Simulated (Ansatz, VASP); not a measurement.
## One calculation of InP, two programs

The input POSCAR:

```
InP
1.0
    0.0000000000      2.9980944654      2.9038910740
    2.9980944654      0.0000000000      2.9038910740
    2.9980944654      2.9980944654      0.0000000000
In P
1 1
Direct
    0.0000000000      0.0000000000      0.0000000000
    0.2500000000      0.2500000000      0.2500000000
```

INCAR.step1

```
SYSTEM = InP
PREC     = Accurate       ! precision mode
ENCUT    = 520            ! plane-wave cutoff, eV
ISMEAR   = 0              ! smearing method
SIGMA    = 0.01           ! smearing width, eV
LREAL    = .False.        ! projectors in reciprocal space
LASPH    = .True.         ! aspherical terms in the spheres
NELM     = 60             ! most SCF steps
NBANDS   = 16             ! bands
GGA      = PE             ! functional
ALGO     = Normal         ! electronic algorithm
EDIFF    = 1E-4           ! SCF threshold, eV
LWAVE    = .True.         ! write WAVECAR
LCHARG   = .False.        ! write CHGCAR
```

Contents of INCAR.step2:

```
SYSTEM = InP
PREC     = Accurate       ! precision mode
ENCUT    = 520            ! plane-wave cutoff, eV
EDIFF    = 1E-6           ! SCF threshold, eV
ISMEAR   = 0              ! smearing method
SIGMA    = 0.01           ! smearing width, eV
LREAL    = .False.        ! projectors in reciprocal space
LASPH    = .True.         ! aspherical terms in the spheres
NELM     = 60             ! most SCF steps
ALGO     = Normal         ! electronic algorithm
ISIF     = 2              ! what is computed and relaxed
LWAVE    = .False.        ! write WAVECAR
LCHARG   = .False.        ! write CHGCAR
METAGGA  = R2SCAN         ! meta-GGA
LMIXTAU  = .True.       
NBANDS   = 16             ! bands
ISTART   = 1
```

File KPOINTS:

```
Automatic mesh
0
Gamma
  8 8 8
  0 0 0
```

Input for Ansatz:

```yaml
crystal:
  lattice:
    - [0.0, 2.9980944654, 2.903891074]
    - [2.9980944654, 0.0, 2.903891074]
    - [2.9980944654, 2.9980944654, 0.0]
  atoms:
    - { symbol: In, position: [0.0, 0.0, 0.0] }
    - { symbol: P, position: [0.25, 0.25, 0.25] }
kpoints:
  mp_grid: { grid: [8, 8, 8] }
  band_path:
    path:
      - [0.0, 0.0, 0.0]
      - [-0.5, -0.5, 0.0]
      - [-0.375, -0.375, 0.25]
      - [-0.375, 0.0, 0.375]
      - [0.0, 0.0, 0.5]
      - [-0.5, -0.25, 0.25]
    npoints: 1
hamiltonian:
  xc: r2scan
scf:
  occupations: { method: fixed }
  n_extra_bands: 4
output:
  forces: true
  stress: true
  eigenvalues: true
```

Change from the starting cell: epitaxial_xy strain +1.5%.

Alike in both runs: task single point; functional r2SCAN; k mesh 8 × 8 × 8; no spin polarisation.

```csv
,VASP,Ansatz
version,VASP 6.6.1,Ansatz 0.2.0
potentials or method,"VASP PAW PBE potentials, release 64 (In_d, P)","plane waves, PAW"
plane-wave cutoff (eV),520,500
occupations,"gaussian, width 0.01 eV",fixed
valence electrons in the cell,18,18
```

VASP gave:

- gap on the k mesh at the Fermi level (eV): 0.85
- pressure (GPa): -1.0
- traceless stress, the component that is largest in VASP (GPa): 0.91

**Question.** What did Ansatz give for the same quantities?

**Answer.** gap on the k mesh at the Fermi level (eV): 0.85; pressure (GPa): -0.9; traceless stress, the component that is largest in VASP (GPa): 0.90.

VASP's potentials were made for PBE, not for r2SCAN.
